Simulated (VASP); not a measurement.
# Ag (I4/mmm) in VASP: notebook

The runs below take Ag through single point, with PBE.

Everything below comes from runs of VASP 6.6.1. Logs are shortened: lines on timing, memory, paths and dates and some standing lists are left out, and cuts for length are marked.

## (1) The cell of the first run

It takes space group I4/mmm (No. 139, tetragonal). Conventional cell: a = 2.658 Å, b = 2.658 Å, c = 4.413 Å, α = 90.00°, β = 90.00°, γ = 90.00°. Within 3.5 Å of Ag (site symmetry 4/mmm) lie 12 Ag at 2.66 to 2.90 Å.

## (2) Single point, PBE (strain -0.080 along x and y, +0.080 along z)

Input file INCAR:

```
SYSTEM = Ag
PREC     = Accurate       ! precision mode
ENCUT    = 520            ! plane-wave cutoff, eV
EDIFF    = 1E-6           ! SCF threshold, eV
ISMEAR   = 0              ! smearing method
SIGMA    = 0.15           ! smearing width, eV
LREAL    = .FALSE.        ! projectors in reciprocal space
LASPH    = .TRUE.         ! aspherical terms in the spheres
NELM     = 80             ! most SCF steps
ALGO     = Fast           ! electronic algorithm
ISIF     = 2              ! what is computed and relaxed
LWAVE    = .FALSE.        ! write WAVECAR
LCHARG   = .TRUE.         ! write CHGCAR
GGA      = PE             ! functional
LELF     = .TRUE.         ! ELF
LVHAR    = .TRUE.       
NBANDS   = 12             ! bands
```

Input file KPOINTS:

```
Automatic mesh
0
G
  20 20 20
  0 0 0
```

Input file POSCAR:

```
Ag
1.0
    0.0000000000      1.8796520000      2.2065480000
    1.8796520000      0.0000000000      2.2065480000
    1.8796520000      1.8796520000      0.0000000000
Ag
1
Direct
    0.0000000000      0.0000000000      0.0000000000
```

Potentials or basis: VASP PAW PBE potentials, release 64 (Ag).

On the command line:

```
> cat potpaw_PBE.64/Ag/POTCAR > POTCAR
> mpirun -np 1 vasp_std > vasp.out
```

OUTCAR:

```text
SYSTEM = Ag
   PREC = Accurate
   ENCUT = 520
   EDIFF = 1E-6
   ISMEAR = 0
   LREAL = .FALSE.
   LASPH = .TRUE.
   NELM = 80
   ISIF = 2
   GGA = PE

 ion  position               nearest neighbor table
   1  0.000  0.000  0.000-

  LATTYP: Found a body centered tetragonal cell.
 ALAT       =     2.6582293509
 C/A-ratio  =     1.6601637471

  Lattice vectors:

 A1 = (  -1.8796520000,   0.0000000000,   2.2065480000)
 A2 = (   1.8796520000,   0.0000000000,   2.2065480000)
 A3 = (   0.0000000000,   1.8796520000,  -2.2065480000)

Analysis of symmetry for initial positions (statically):
=====================================================================
 Subroutine PRICEL returns:
 Original cell was already a primitive cell.

 Routine SETGRP: Setting up the symmetry group for a
 body centered tetragonal supercell.

 Subroutine GETGRP returns: Found 16 space group operations
 (whereof 16 operations were pure point group operations)
 out of a pool of 16 trial point group operations.

The static configuration has the point symmetry D_4h.

Analysis of symmetry for dynamics (positions and initial velocities):
=====================================================================
 Subroutine PRICEL returns:
 Original cell was already a primitive cell.

 Routine SETGRP: Setting up the symmetry group for a
 body centered tetragonal supercell.

 Subroutine GETGRP returns: Found 16 space group operations
 (whereof 16 operations were pure point group operations)
 out of a pool of 16 trial point group operations.

The dynamic configuration has the point symmetry D_4h.

 Subroutine INISYM returns: Found 16 space group operations
 (whereof 16 operations are pure point group operations),
 and found     1 'primitive' translations

----------------------------------------------------------------------------------------

                                     Primitive cell

  volume of cell :      15.5919

  direct lattice vectors                    reciprocal lattice vectors
     0.000000000  1.879652000  2.206548000    -0.266006686  0.266006686  0.226598288
     1.879652000  0.000000000  2.206548000     0.266006686 -0.266006686  0.226598288
     1.879652000  1.879652000  0.000000000     0.266006686  0.266006686 -0.226598288

  length of vectors
     2.898610998  2.898610998  2.658229351     0.439165002  0.439165002  0.439165002

  position of ions in fractional coordinates (direct lattice)
     0.000000000  0.000000000  0.000000000

  ion indices of the primitive-cell ions
   primitive index   ion index
                 1           1

----------------------------------------------------------------------------------------

 KPOINTS: Automatic mesh

Automatic generation of k-mesh.
 Grid dimensions read from file:
 generate k-points for:   20   20   20

 Generating k-lattice:

  Cartesian coordinates                     Fractional coordinates (reciprocal lattice)
    -0.013300334  0.013300334  0.011329914     0.050000000  0.000000000  0.000000000
     0.013300334 -0.013300334  0.011329914     0.000000000  0.050000000  0.000000000
     0.013300334  0.013300334 -0.011329914     0.000000000  0.000000000  0.050000000

  Length of vectors
     0.021958250  0.021958250  0.021958250

  Shift w.r.t. Gamma in fractional coordinates (k-lattice)
     0.000000000  0.000000000  0.000000000

 Subroutine IBZKPT returns following result:
 ===========================================

 Found    641 irreducible k-points:

 Following reciprocal coordinates:
            Coordinates               Weight
  0.000000  0.000000  0.000000      1.000000
  0.050000  0.000000  0.000000      8.000000
  0.100000  0.000000  0.000000      8.000000
  0.150000 -0.000000  0.000000      8.000000
  0.200000  0.000000  0.000000      8.000000
  0.250000 -0.000000  0.000000      8.000000
[... 16 lines left out ...]
 -0.400000  0.050000  0.000000      8.000000
 -0.350000  0.050000  0.000000      8.000000
 [... further k-points ...]
   k-points           NKPTS =    641   k-points in BZ     NKDIM =    641   number of bands    NBANDS=     12
   number of dos      NEDOS =    301   number of ions     NIONS =      1
   total plane-waves  NPLWV =  11520
   dimension x,y,z NGX =    24 NGY =   24 NGZ =   20
   dimension x,y,z NGXF=    48 NGYF=   48 NGZF=   40
   ions per type =               1
   NGX,Y,Z   is equivalent  to a cutoff of  13.76, 13.76, 12.51 a.u.
   NGXF,Y,Z  is equivalent  to a cutoff of  27.53, 27.53, 25.02 a.u.
 SYSTEM =  Ag
   PREC   = accura    normal or accurate (medium, high low for compatibility)
   ISTART =      0    job   : 0-new  1-cont  2-samecut
   ICHARG =      2    charge: 1-file 2-atom 10-const
   ISPIN  =      1    spin polarized calculation?
   LNONCOLLINEAR =      F non collinear calculations
   LSORBIT =      F    spin-orbit coupling
   LASPH  =      T    aspherical Exc in radial PAW
   ENCUT  =  520.0 eV  38.22 Ry    6.18 a.u.   5.39  5.39  4.94*2*pi/ulx,y,z
   NELM   =     80;   NELMIN=  2; NELMDL= -5     # of ELM steps
   EDIFF  = 0.1E-05   stopping-criterion for ELM
   LREAL  =      F    real-space projection
   EDIFFG = 0.1E-04   stopping-criterion for IOM
   NSW    =      0    number of steps for IOM
   IBRION =     -1    ionic relax: 0-MD 1-quasi-New 2-CG
   NFREE  =      0    steps in history (QN), initial steepest desc. (CG)
   ISIF   =      2    stress and relaxation
   ISYM   =      2    0-nonsym 1-usesym 2-fastsym
   POTIM  = 0.5000    time-step for ionic-motion
   TEBEG  =    0.0;   TEEND  =   0.0 temperature during run
   PSTRESS=    0.0 pullay stress
   NELECT =      11.0000    total number of electrons
   NUPDOWN=      -1.0000    fix difference up-down
   EMIN   =  10.00;   EMAX   =-10.00  energy-range for DOS
   EFERMI =   0.00;   METHOD = LEGACY
   ISMEAR =     0;   SIGMA  =   0.15  broadening in eV -4-tet -1-fermi 0-gaus
   EFERMI_NEDOS =   21; number of points for ismear=-14 and -15
   IALGO  =     68    algorithm
   IMIX   =      4    mixing-type and parameters
     AMIX     =   0.40;   BMIX     =  1.00
     AMIX_MAG =   1.60;   BMIX_MAG =  1.00
  volume/ion in A,a.u.               =      15.59       105.22
  Fermi-wavevector in a.u.,A,eV,Ry     =   1.457381  2.754050 28.898204  2.123958
  Thomas-Fermi vector in A             =   2.574189
   LORBIT       =      0    0 simple, 1 ext, 2 COOP (PROOUT), +10 PAW based schemes
   GGA     = PE    functional components
   LHFCALC =     F    Hartree Fock is set to
   AEXX    =    0.0000 exact exchange contribution
   IVDW    =     0    specifies the selected vdW correction
   LEPSILON=     F    determine dielectric tensor
   LRPA    =     F    only Hartree local field effects (RPA)
 non-spin polarized calculation
 RMM-DIIS sequential band-by-band and
 Gauss-broadening in eV      SIGMA  =   0.15
  energy-cutoff  :      520.00
  volume of cell :       15.59
 maximum number of plane-waves:       430
 NGX is ok and might be reduce to    24
   NGX = 11   NGY = 11   NGZ =  9

 number of electron      10.9999999 magnetization

 Free energy of the ion-electron system (eV)
  ---------------------------------------------------
  ext. energy  EPLUGINS =         0.00000000
  ---------------------------------------------------
  free energy    TOTEN  =        -2.54944344 eV

  energy without entropy =       -2.54634384  energy(sigma->0) =       -2.54789364

 E-fermi :   9.8514     XC(G=0): -12.7483

 val. band max:        9.8371278861   @ k =  -0.4500   0.1000   0.0500
 cond. band min:       9.8743991417   @ k =  -0.4500   0.3000   0.2500
 fundamental gap:      0.0372712556
 Fermi energy:         9.8513930186

 k-point     1 :       0.0000    0.0000    0.0000
  band No.  band energies     occupation
      1       1.2965      2.00000
      2       3.7801      2.00000
      3       5.0455      2.00000
      4       5.0624      2.00000
      5       5.0624      2.00000
      6       6.3655      2.00000
      7      26.3267      0.00000
      8      28.1628      0.00000
      9      30.9729      0.00000
     10      30.9729      0.00000
     11      34.8578      0.00000
     12      36.3070      0.00000

 k-point     2 :       0.0500    0.0000    0.0000
  band No.  band energies     occupation
      1       1.3820      2.00000
      2       3.8048      2.00000
      3       5.0206      2.00000
      4       5.0685      2.00000
      5       5.0848      2.00000
      6       6.3420      2.00000
      7      26.3568      0.00000
      8      28.1003      0.00000
      9      30.3634      0.00000
     10      31.0302      0.00000
     11      34.5730      0.00000
     12      35.7331      0.00000

 k-point     3 :       0.1000    0.0000    0.0000
  band No.  band energies     occupation
      1       1.6306      2.00000
      2       3.8747      2.00000
      3       4.9198      2.00000
      4       5.1292      2.00000
      5       5.1479      2.00000
      6       6.2770      2.00000
      7      26.3053      0.00000
      8      27.6639      0.00000
      9      29.5797      0.00000
     10      31.1839      0.00000
     11      33.1486      0.00000
     12      36.3650      0.00000
[... 286 lines left out ...]
 k-point    23 :      -0.4000    0.0500    0.0000
  band No.  band energies     occupation
      1       2.8474      2.00000
      2       4.0568      2.00000
      3       5.1271      2.00000
      4       6.3915      2.00000
      5       6.4738      2.00000
      6       8.5012      2.00000
      7      15.3620      0.00000
      8      23.6598      0.00000
      9      28.4754      0.00000
     10      31.1780      0.00000
     11      31.9914      0.00000
     12      35.7681      0.00000

 k-point    24 :      -0.3500    0.0500    0.0000
  band No.  band energies     occupation
      1       2.9168      2.00000
      2       4.1116      2.00000
      3       5.1930      2.00000
      4       6.1072      2.00000
      5       6.2563      2.00000
      6       7.5138      2.00000
      7      17.0252      0.00000
      8      24.0791      0.00000
      9      28.8410      0.00000
     10      31.8086      0.00000
     11      31.9427      0.00000
     12      35.5517      0.00000

 [... further k-points ...]
[... 5 lines left out ...]
  --------------------------------------------------------------------------------------
  -------------------------------------------------------------------------------------
  Total        2.3608825      2.3608825      0.9746972      0.0000000      0.0000000      0.0000000
  in kB      242.5976956    242.5976956    100.1571687      0.0000000      0.0000000      0.0000000
  external PRESSURE =     195.1175200 kB  Pullay stress =       0.0000000 kB

 VOLUME and BASIS-vectors are now :
 -----------------------------------------------------------------------------
  energy-cutoff  :      520.00
  volume of cell :       15.59
      direct lattice vectors                 reciprocal lattice vectors
     0.000000000  1.879652000  2.206548000    -0.266006686  0.266006686  0.226598288
     1.879652000  0.000000000  2.206548000     0.266006686 -0.266006686  0.226598288
     1.879652000  1.879652000  0.000000000     0.266006686  0.266006686 -0.226598288

 POSITION                                       TOTAL-FORCE (eV/Angst)
 -----------------------------------------------------------------------------------
      0.00000      0.00000      0.00000         0.000000     -0.000000      0.000000
 -----------------------------------------------------------------------------------
    total drift:                                0.000000      0.000000      0.000000

  FREE ENERGIE OF THE ION-ELECTRON SYSTEM (eV)
  ---------------------------------------------------
  free  energy   TOTEN  =        -2.5494434361 eV

  energy  without entropy=       -2.5463438424  energy(sigma->0) =       -2.54789364
```

It took 38 s on 1 thread of Intel Xeon 6975P-C (Granite Rapids), shared host; peak memory 0.22 GiB.

What came out:

```
Free energy : -2.5494 eV
Pressure    : 19.5 GPa
```

Levels at points of the mesh, in eV from the Fermi level:
| k point | band 2 | band 3 | band 4 | band 5 | band 6 | band 7 | band 8 | band 9 | band 10 | band 11 |
| --- | --- | --- | --- | --- | --- | --- | --- | --- | --- | --- |
| (0.00, 0.00, 0.00) | -6.07 | -4.81 | -4.79 | -4.79 | -3.49 | 16.48 | 18.31 | 21.12 | 21.12 | 25.01 |
| (0.50, 0.00, 0.00) | -5.83 | -4.78 | -3.33 | -2.96 | -0.69 | 4.16 | 13.92 | 18.62 | 20.76 | 21.66 |
| (0.50, 0.50, 0.00) | -7.12 | -3.06 | -2.98 | -2.98 | -0.31 | 4.75 | 13.12 | 13.12 | 20.12 | 20.32 |
| (0.50, 0.00, 0.50) | -6.89 | -3.43 | -3.30 | -2.37 | 2.49 | 8.82 | 10.11 | 10.42 | 17.38 | 17.82 |

Caveat: the cell differs from its parent crystal (strain -0.080 along x and y, +0.080 along z).

## (3) Single point, PBE (strain +0.000 along x and y, -0.080 along z)

Input file INCAR:

```
SYSTEM = Ag
PREC = Accurate
ENCUT = 520
EDIFF = 1E-7
ISMEAR = 0
SIGMA = 0.15
LREAL = .FALSE.
LASPH = .TRUE.
NELM = 60
ALGO = Fast
ISIF = 2
LWAVE = .FALSE.
LCHARG = .FALSE.
GGA = PE
NBANDS = 12
```

KPOINTS is that of step 2.

Input file POSCAR:

```
Ag
1.0
    0.0000000000      2.0431000000      1.8796520000
    2.0431000000      0.0000000000      1.8796520000
    2.0431000000      2.0431000000      0.0000000000
Ag
1
Direct
    0.0000000000      0.0000000000      0.0000000000
```

Potentials or basis: VASP PAW PBE potentials, release 64 (Ag).

On the command line:

```
> cat potpaw_PBE.64/Ag/POTCAR > POTCAR
> mpirun -np 1 vasp_std > vasp.out
```

OUTCAR:

```text
SYSTEM = Ag
   PREC = Accurate
   ENCUT = 520
   EDIFF = 1E-7
   ISMEAR = 0
   LREAL = .FALSE.
   LASPH = .TRUE.
   NELM = 60
   ISIF = 2
   GGA = PE

 ion  position               nearest neighbor table
   1  0.000  0.000  0.000-

  LATTYP: Found a body centered tetragonal cell.
 ALAT       =     2.8893797293
 C/A-ratio  =     1.3010764774

  Lattice vectors:

 A1 = (   0.0000000000,  -2.0431000000,  -1.8796520000)
 A2 = (   0.0000000000,   2.0431000000,  -1.8796520000)
 A3 = (   2.0431000000,   0.0000000000,   1.8796520000)

Analysis of symmetry for initial positions (statically):
=====================================================================
 Subroutine PRICEL returns:
 Original cell was already a primitive cell.

 Routine SETGRP: Setting up the symmetry group for a
 body centered tetragonal supercell.

 Subroutine GETGRP returns: Found 16 space group operations
 (whereof 16 operations were pure point group operations)
 out of a pool of 16 trial point group operations.

The static configuration has the point symmetry D_4h.

Analysis of symmetry for dynamics (positions and initial velocities):
=====================================================================
 Subroutine PRICEL returns:
[... 162 lines left out ...]
 Fermi energy:         9.6880510322

 k-point     1 :       0.0000    0.0000    0.0000
  band No.  band energies     occupation
      1       1.2415      2.00000
      2       4.3495      2.00000
      3       4.3495      2.00000
      4       4.8957      2.00000
      5       5.3888      2.00000
      6       5.9700      2.00000
      7      25.9332      0.00000
      8      29.4126      0.00000
      9      29.4126      0.00000
     10      30.9247      0.00000
     11      34.9346      0.00000
     12      35.9481      0.00000
[... 331 lines left out ...]
 k-point    24 :      -0.3500    0.0500    0.0000
  band No.  band energies     occupation
      1       2.8557      2.00000
      2       4.3505      2.00000
      3       4.8347      2.00000
      4       5.9756      2.00000
      5       6.2699      2.00000
      6       7.0806      2.00000
      7      17.1675      0.00000
      8      25.5201      0.00000
      9      28.8377      0.00000
     10      28.9245      0.00000
     11      32.6268      0.00000
     12      33.6609      0.00000

 [... further k-points ...]
[... 5 lines left out ...]
  --------------------------------------------------------------------------------------
  -------------------------------------------------------------------------------------
  Total        1.5550809      1.5550809      1.8611869      0.0000000     -0.0000000      0.0000000
  in kB      158.7730858    158.7730858    190.0263715      0.0000000     -0.0000000      0.0000000
  external PRESSURE =     169.1908477 kB  Pullay stress =       0.0000000 kB

 VOLUME and BASIS-vectors are now :
 -----------------------------------------------------------------------------
  energy-cutoff  :      520.00
  volume of cell :       15.69
      direct lattice vectors                 reciprocal lattice vectors
     0.000000000  2.043100000  1.879652000    -0.244726151  0.244726151  0.266006686
     2.043100000  0.000000000  1.879652000     0.244726151 -0.244726151  0.266006686
     2.043100000  2.043100000  0.000000000     0.244726151  0.244726151 -0.266006686

 POSITION                                       TOTAL-FORCE (eV/Angst)
 -----------------------------------------------------------------------------------
      0.00000      0.00000      0.00000         0.000000     -0.000000     -0.000000
 -----------------------------------------------------------------------------------
    total drift:                               -0.000000      0.000000     -0.000000

  FREE ENERGIE OF THE ION-ELECTRON SYSTEM (eV)
  ---------------------------------------------------
  free  energy   TOTEN  =        -2.6143705553 eV

  energy  without entropy=       -2.6117420657  energy(sigma->0) =       -2.61305631
```

Run time: 44 s. Hardware: 1 thread of Intel Xeon 6975P-C (Granite Rapids), shared host; peak memory 0.23 GiB.

What came out:

| Item | Value |
| --- | --- |
| Free energy | -2.6144 eV |
| Pressure | 16.9 GPa |

Caveat: the cell differs from its parent crystal (strain +0.000 along x and y, -0.080 along z).

## (4) Single point, PBE (strain -0.040 along x and y, +0.080 along z)

Input file INCAR:

```
PREC = Accurate
ENCUT = 520
EDIFF = 1E-7
ISMEAR = 0
SIGMA = 0.15
LREAL = False
LASPH = True
NELM = 80
ALGO = Normal
ISIF = 2
LWAVE = False
LCHARG = False
GGA = PE
NBANDS = 12
```

Input file KPOINTS:

```
regular mesh
0
Gamma
  20 20 20
```

Input file POSCAR:

```
Ag
1.0
    0.0000000000      1.9613760000      2.2065480000
    1.9613760000      0.0000000000      2.2065480000
    1.9613760000      1.9613760000      0.0000000000
Ag
1
Direct
    0.0000000000      0.0000000000      0.0000000000
```

On the command line:

```
> cat potpaw_PBE.64/Ag/POTCAR > POTCAR
> mpirun -np 1 vasp_std > vasp.out
```

Run time: 36 s. Hardware: 1 thread of Intel Xeon 6975P-C (Granite Rapids), shared host; peak memory 0.24 GiB.

It converged, with:

| Item | Value |
| --- | --- |
| Free energy | -2.6825 eV |
| Pressure | 5.7 GPa |

Stress tensor (GPa, compression positive):
```
7.94 0.00 0.00
0.00 7.94 0.00
0.00 0.00 1.16
```

Levels at points of the mesh, in eV from the Fermi level:
```tsv
k point	band 3	band 4	band 5	band 6	band 7	band 8	band 9	band 10
(0.00, 0.00, 0.00)	-4.59	-4.59	-4.30	-3.47	16.18	18.52	20.12	20.12
(0.50, 0.00, 0.00)	-4.57	-3.18	-2.92	-0.43	3.64	14.22	17.69	19.33
(0.50, 0.50, 0.00)	-3.02	-2.89	-2.89	0.33	4.87	12.09	12.09	18.53
(0.50, 0.00, 0.50)	-3.15	-3.14	-2.51	2.26	7.72	10.01	10.10	16.59
```

Caveat: the cell differs from its parent crystal (strain -0.040 along x and y, +0.080 along z).

## (5) Overview

| cell | gap on the mesh (eV) | pressure (GPa) |
| --- | --- | --- |
| a = 2.899, b = 2.899, c = 2.658 Å, angles 62.7, 62.7, 54.6°, 1 atom | none | 19.5 |
| a = 2.776, b = 2.776, c = 2.889 Å, angles 58.6, 58.6, 62.7°, 1 atom | none | 16.9 |
| a = 2.952, b = 2.952, c = 2.774 Å, angles 62.0, 62.0, 56.0°, 1 atom | none | 5.7 |

Alike in all rows: task single point; level PBE; potentials or basis VASP PAW PBE potentials, release 64 (Ag); no spin polarisation; k mesh 20 × 20 × 20; cutoff (eV) 520; smearing gaussian 0.15 eV.

Absolute energies hang on the potentials; compare differences alone.
